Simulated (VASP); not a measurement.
# Hg (Pm-3m) in VASP: a series of runs

Runs on Hg. Level: PBE. Tasks: single point.

Everything below comes from runs of VASP 6.6.1. Logs are shortened: lines on timing, memory, paths and dates and some standing lists are left out, and cuts for length are marked.

**1. The cell of the first run**

The structure is cubic, space group Pm-3m (No. 221). Conventional cell: a = 2.727 Å, b = 2.727 Å, c = 2.727 Å, α = 90.00°, β = 90.00°, γ = 90.00°. Hg (site symmetry m-3m) has 6 Hg at 2.73 Å within 3.6 Å.

**2. Single point, PBE (20.27 Å³/atom)**

File INCAR:

```
SYSTEM = Hg
  PREC = Accurate
  ENCUT = 520
  EDIFF = 1E-6
  ISMEAR = -1
  SIGMA = 0.08
  LREAL = .False.
  LASPH = .True.
  NELM = 80
  ALGO = Normal
  ISIF = 2
  LWAVE = .False.
  LCHARG = .False.
  GGA = PE
  NBANDS = 12
```

File KPOINTS:

```
Automatic mesh
0
Gamma
  12 12 12
  0 0 0
```

File POSCAR:

```
Hg
1.0
    2.7265712181      0.0000000000      0.0000000000
    0.0000000000      2.7265712181      0.0000000000
    0.0000000000      0.0000000000      2.7265712181
Hg
1
Direct
    0.0000000000      0.0000000000      0.0000000000
```

Potentials or basis: VASP PAW PBE potentials, release 64 (Hg).

Run with:

```
$ cat potpaw_PBE.64/Hg/POTCAR > POTCAR
$ mpirun -np 1 vasp_std > vasp.out
```

OUTCAR:

```text
SYSTEM = Hg
   PREC = Accurate
   ENCUT = 520
   EDIFF = 1E-6
   ISMEAR = -1
   LREAL = .False.
   LASPH = .True.
   NELM = 80
   ISIF = 2
   GGA = PE

 ion  position               nearest neighbor table
   1  0.000  0.000  0.000-

  LATTYP: Found a simple cubic cell.
 ALAT       =     2.7265712181

  Lattice vectors:

 A1 = (   2.7265712181,   0.0000000000,   0.0000000000)
 A2 = (   0.0000000000,   2.7265712181,   0.0000000000)
 A3 = (   0.0000000000,   0.0000000000,   2.7265712181)

Analysis of symmetry for initial positions (statically):
=====================================================================
 Subroutine PRICEL returns:
 Original cell was already a primitive cell.

 Routine SETGRP: Setting up the symmetry group for a
 simple cubic supercell.

 Subroutine GETGRP returns: Found 48 space group operations
 (whereof 48 operations were pure point group operations)
 out of a pool of 48 trial point group operations.

The static configuration has the point symmetry O_h .

Analysis of symmetry for dynamics (positions and initial velocities):
=====================================================================
 Subroutine PRICEL returns:
 Original cell was already a primitive cell.

 Routine SETGRP: Setting up the symmetry group for a
 simple cubic supercell.

 Subroutine GETGRP returns: Found 48 space group operations
 (whereof 48 operations were pure point group operations)
 out of a pool of 48 trial point group operations.

The dynamic configuration has the point symmetry O_h .

 Subroutine INISYM returns: Found 48 space group operations
 (whereof 48 operations are pure point group operations),
 and found     1 'primitive' translations

----------------------------------------------------------------------------------------

                                     Primitive cell

  volume of cell :      20.2699

  direct lattice vectors                    reciprocal lattice vectors
     2.726571218  0.000000000  0.000000000     0.366761005  0.000000000  0.000000000
     0.000000000  2.726571218  0.000000000     0.000000000  0.366761005  0.000000000
     0.000000000  0.000000000  2.726571218     0.000000000  0.000000000  0.366761005

  length of vectors
     2.726571218  2.726571218  2.726571218     0.366761005  0.366761005  0.366761005

  position of ions in fractional coordinates (direct lattice)
     0.000000000  0.000000000  0.000000000

  ion indices of the primitive-cell ions
   primitive index   ion index
                 1           1

----------------------------------------------------------------------------------------

 KPOINTS: Automatic mesh

Automatic generation of k-mesh.
 Grid dimensions read from file:
 generate k-points for:   12   12   12

 Generating k-lattice:

  Cartesian coordinates                     Fractional coordinates (reciprocal lattice)
     0.030563417  0.000000000  0.000000000     0.083333333  0.000000000  0.000000000
     0.000000000  0.030563417  0.000000000     0.000000000  0.083333333  0.000000000
     0.000000000  0.000000000  0.030563417     0.000000000  0.000000000  0.083333333

  Length of vectors
     0.030563417  0.030563417  0.030563417

  Shift w.r.t. Gamma in fractional coordinates (k-lattice)
     0.000000000  0.000000000  0.000000000

 Subroutine IBZKPT returns following result:
 ===========================================

 Found     84 irreducible k-points:

 Following reciprocal coordinates:
            Coordinates               Weight
  0.000000  0.000000  0.000000      1.000000
  0.083333  0.000000  0.000000      6.000000
  0.166667  0.000000  0.000000      6.000000
  0.250000  0.000000  0.000000      6.000000
  0.333333  0.000000  0.000000      6.000000
  0.416667  0.000000  0.000000      6.000000
[... 16 lines left out ...]
  0.333333  0.333333  0.000000     12.000000
  0.416667  0.333333  0.000000     24.000000
 [... further k-points ...]
   k-points           NKPTS =     84   k-points in BZ     NKDIM =     84   number of bands    NBANDS=     12
   number of dos      NEDOS =    301   number of ions     NIONS =      1
   total plane-waves  NPLWV =   8000
   dimension x,y,z NGX =    20 NGY =   20 NGZ =   20
   dimension x,y,z NGXF=    40 NGYF=   40 NGZF=   40
   ions per type =               1
   NGX,Y,Z   is equivalent  to a cutoff of  12.19, 12.19, 12.19 a.u.
   NGXF,Y,Z  is equivalent  to a cutoff of  24.39, 24.39, 24.39 a.u.
 SYSTEM =  Hg
   PREC   = accura    normal or accurate (medium, high low for compatibility)
   ISTART =      0    job   : 0-new  1-cont  2-samecut
   ICHARG =      2    charge: 1-file 2-atom 10-const
   ISPIN  =      1    spin polarized calculation?
   LNONCOLLINEAR =      F non collinear calculations
   LSORBIT =      F    spin-orbit coupling
   LASPH  =      T    aspherical Exc in radial PAW
   ENCUT  =  520.0 eV  38.22 Ry    6.18 a.u.   5.07  5.07  5.07*2*pi/ulx,y,z
   NELM   =     80;   NELMIN=  2; NELMDL= -5     # of ELM steps
   EDIFF  = 0.1E-05   stopping-criterion for ELM
   LREAL  =      F    real-space projection
   EDIFFG = 0.1E-04   stopping-criterion for IOM
   NSW    =      0    number of steps for IOM
   IBRION =     -1    ionic relax: 0-MD 1-quasi-New 2-CG
   NFREE  =      0    steps in history (QN), initial steepest desc. (CG)
   ISIF   =      2    stress and relaxation
   ISYM   =      2    0-nonsym 1-usesym 2-fastsym
   POTIM  = 0.5000    time-step for ionic-motion
   TEBEG  =    0.0;   TEEND  =   0.0 temperature during run
   PSTRESS=    0.0 pullay stress
   NELECT =      12.0000    total number of electrons
   NUPDOWN=      -1.0000    fix difference up-down
   EMIN   =  10.00;   EMAX   =-10.00  energy-range for DOS
   EFERMI =   0.00;   METHOD = LEGACY
   ISMEAR =    -1;   SIGMA  =   0.08  broadening in eV -4-tet -1-fermi 0-gaus
   EFERMI_NEDOS =   21; number of points for ismear=-14 and -15
   IALGO  =     38    algorithm
   IMIX   =      4    mixing-type and parameters
     AMIX     =   0.40;   BMIX     =  1.00
     AMIX_MAG =   1.60;   BMIX_MAG =  1.00
  volume/ion in A,a.u.               =      20.27       136.79
  Fermi-wavevector in a.u.,A,eV,Ry     =   1.374628  2.597670 25.709584  1.889601
  Thomas-Fermi vector in A             =   2.500037
   LORBIT       =      0    0 simple, 1 ext, 2 COOP (PROOUT), +10 PAW based schemes
   GGA     = PE    functional components
   LHFCALC =     F    Hartree Fock is set to
   AEXX    =    0.0000 exact exchange contribution
   IVDW    =     0    specifies the selected vdW correction
   LEPSILON=     F    determine dielectric tensor
   LRPA    =     F    only Hartree local field effects (RPA)
 non-spin polarized calculation
  energy-cutoff  :      520.00
  volume of cell :       20.27
 maximum number of plane-waves:       560
   NGX = 11   NGY = 11   NGZ = 11

 number of electron      11.9999997 magnetization

 Free energy of the ion-electron system (eV)
  ---------------------------------------------------
  ext. energy  EPLUGINS =         0.00000000
  ---------------------------------------------------
  free energy    TOTEN  =         0.36242987 eV

  energy without entropy =        0.37116087  energy(sigma->0) =        0.36679537

 E-fermi :   4.3450     XC(G=0): -11.6170

 val. band max:        4.2194259848   @ k =   0.5000   0.3333   0.0000
 cond. band min:       4.3535585728   @ k =   0.4167   0.0833   0.0833
 fundamental gap:      0.1341325881
 Fermi energy:         4.3450070194

 k-point     1 :       0.0000    0.0000    0.0000
  band No.  band energies     occupation
      1      -6.4385      2.00000
      2      -5.4511      2.00000
      3      -5.4511      2.00000
      4      -1.8590      2.00000
      5      -1.8590      2.00000
      6      -1.8590      2.00000
      7      15.8776      0.00000
      8      15.8776      0.00000
      9      15.8776      0.00000
     10      20.4507      0.00000
     11      22.4747      0.00000
     12      22.4747      0.00000

 k-point     2 :       0.0833    0.0000    0.0000
  band No.  band energies     occupation
      1      -6.2772      2.00000
      2      -5.4303      2.00000
      3      -5.3197      2.00000
      4      -1.9471      2.00000
      5      -1.9471      2.00000
      6      -1.8518      2.00000
      7      14.3707      0.00000
      8      16.1337      0.00000
      9      16.1337      0.00000
     10      21.0570      0.00000
     11      22.2422      0.00000
     12      23.6136      0.00000

 k-point     3 :       0.1667    0.0000    0.0000
  band No.  band energies     occupation
      1      -5.9151      2.00000
      2      -5.3730      2.00000
      3      -4.8256      2.00000
      4      -2.1800      2.00000
      5      -2.1800      2.00000
      6      -1.8320      2.00000
      7      11.7504      0.00000
      8      16.8615      0.00000
      9      16.8615      0.00000
     10      21.3626      0.00000
     11      21.6339      0.00000
     12      26.6108      0.00000
[... 286 lines left out ...]
 k-point    23 :       0.3333    0.3333    0.0000
  band No.  band energies     occupation
      1      -4.9171      2.00000
      2      -4.4600      2.00000
      3      -2.6597      2.00000
      4      -2.6057      2.00000
      5      -2.6052      2.00000
      6      -0.1482      2.00000
      7       8.0316      0.00000
      8      10.1377      0.00000
      9      16.9894      0.00000
     10      22.4099      0.00000
     11      22.8878      0.00000
     12      25.6400      0.00000

 k-point    24 :       0.4167    0.3333    0.0000
  band No.  band energies     occupation
      1      -4.8339      2.00000
      2      -4.7100      2.00000
      3      -2.8244      2.00000
      4      -2.5982      2.00000
      5      -2.1867      2.00000
      6       1.4954      2.00000
      7       6.0879      0.00000
      8      10.6389      0.00000
      9      15.2310      0.00000
     10      22.5669      0.00000
     11      24.3591      0.00000
     12      25.1726      0.00000

 [... further k-points ...]
[... 5 lines left out ...]
  --------------------------------------------------------------------------------------
  -------------------------------------------------------------------------------------
  Total        3.6635895      3.6635895      3.6635895      0.0000000     -0.0000000      0.0000000
  in kB      289.5788542    289.5788542    289.5788542      0.0000000     -0.0000000      0.0000000
  external PRESSURE =     289.5788542 kB  Pullay stress =       0.0000000 kB

 VOLUME and BASIS-vectors are now :
 -----------------------------------------------------------------------------
  energy-cutoff  :      520.00
  volume of cell :       20.27
      direct lattice vectors                 reciprocal lattice vectors
     2.726571218  0.000000000  0.000000000     0.366761005  0.000000000  0.000000000
     0.000000000  2.726571218  0.000000000     0.000000000  0.366761005  0.000000000
     0.000000000  0.000000000  2.726571218     0.000000000  0.000000000  0.366761005

 POSITION                                       TOTAL-FORCE (eV/Angst)
 -----------------------------------------------------------------------------------
      0.00000      0.00000      0.00000         0.000000      0.000000      0.000000
 -----------------------------------------------------------------------------------
    total drift:                                0.000000      0.000000      0.000000

  FREE ENERGIE OF THE ION-ELECTRON SYSTEM (eV)
  ---------------------------------------------------
  free  energy   TOTEN  =         0.3624298713 eV

  energy  without entropy=        0.3711608673  energy(sigma->0) =        0.36679537
```

Wall time 21 s (1 thread of Intel Xeon 8259CL, shared host); peak memory 0.14 GiB.

What came out:

```yaml
Free_energy: 0.3624 eV
Pressure: 29.0 GPa
Band_gap_on_the_k_mesh: zero (bands 6 and 7 overlap by 7.74 eV)
```

Levels at points of the mesh, in eV from the Fermi level:
```csv
k point,band 2,band 3,band 4,band 5,band 6,band 7,band 8,band 9,band 10,band 11
"(0.00, 0.00, 0.00)",-9.80,-9.80,-6.20,-6.20,-6.20,11.53,11.53,11.53,16.11,18.13
"(0.50, 0.00, 0.00)",-9.40,-7.38,-7.38,-6.09,-3.18,-2.20,15.14,16.77,16.77,16.95
"(0.50, 0.50, 0.00)",-9.04,-7.19,-7.19,-5.20,1.04,1.04,2.49,8.30,19.62,19.62
"(0.50, 0.50, 0.50)",-9.04,-9.04,-5.12,-5.12,5.54,5.54,5.54,8.35,8.36,13.22
```

Caveat: the cell stands under pressure; spin-orbit coupling is left out, which moves the levels of the heavy elements.

[end of part 1 of 2]
